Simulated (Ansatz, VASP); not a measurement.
## AlCo3: VASP beside Ansatz

INCAR

```
PREC = Accurate
ENCUT = 520
EDIFF = 1E-6
ISMEAR = 0
SIGMA = 0.1
LREAL = False
LASPH = True
NELM = 100
ALGO = Normal
ISIF = 2
LWAVE = False
LCHARG = False
GGA = PS
NBANDS = 23
```

Contents of KPOINTS:

```
regular mesh
0
Gamma
  12 12 12
```

Contents of POSCAR:

```
AlCo3
1.0
    3.5749480000      0.0000000000      0.0000000000
    0.0000000000      3.5749480000      0.0000000000
    0.0000000000      0.0000000000      3.5749480000
Al Co
1 3
Direct
    0.0000000000      0.0000000000      0.0000000000
    0.5000000000      0.5000000000      0.0000000000
    0.5000000000      0.0000000000      0.5000000000
    0.0000000000      0.5000000000      0.5000000000
```

Input for Ansatz:

```yaml
crystal:
  lattice:
    - [3.574948, 0.0, 0.0]
    - [0.0, 3.574948, 0.0]
    - [0.0, 0.0, 3.574948]
  atoms:
    - { symbol: Al, position: [0.0, 0.0, 0.0] }
    - { symbol: Co, position: [0.5, 0.5, 0.0] }
    - { symbol: Co, position: [0.5, 0.0, 0.5] }
    - { symbol: Co, position: [0.0, 0.5, 0.5] }
basis:
  ecutwfc: 420
kpoints:
  mp_grid: { grid: [12, 12, 12] }
hamiltonian:
  xc: pbesol
scf:
  occupations: { method: gaussian, width: 0.1 }
  lower_state_search: "off"
output:
  forces: true
  stress: true
  eigenvalues: true
```

Alike in both runs: task single point; functional PBEsol; k mesh 12 × 12 × 12; occupations gaussian, width 0.1 eV; no spin polarisation.

|  | VASP | Ansatz |
| --- | --- | --- |
| version | VASP 6.6.1 | Ansatz 0.2.0 |
| potentials or method | VASP PAW PBE potentials, release 64 (Al, Co), cutoff 520 eV | scalar-relativistic, plane waves, PAW |
| valence electrons in the cell | 30 | 54 |

VASP gave:

```
gap on the k mesh at the Fermi level (eV) : none
pressure (GPa)                            : -13.9
```

Problem. What did Ansatz give for the same quantities?

Solution. gap on the k mesh at the Fermi level (eV): none; pressure (GPa): -13.8.

VASP's potentials were made for PBE, not for PBEsol. A gap of «none» marks a metal or a gap that the smearing closes. With one functional, cell and mesh, what is left measures potentials, basis and numerics. VASP's potentials hold 30 valence electrons a cell and Ansatz's 54, so a difference there can come from the potentials and not from the codes.
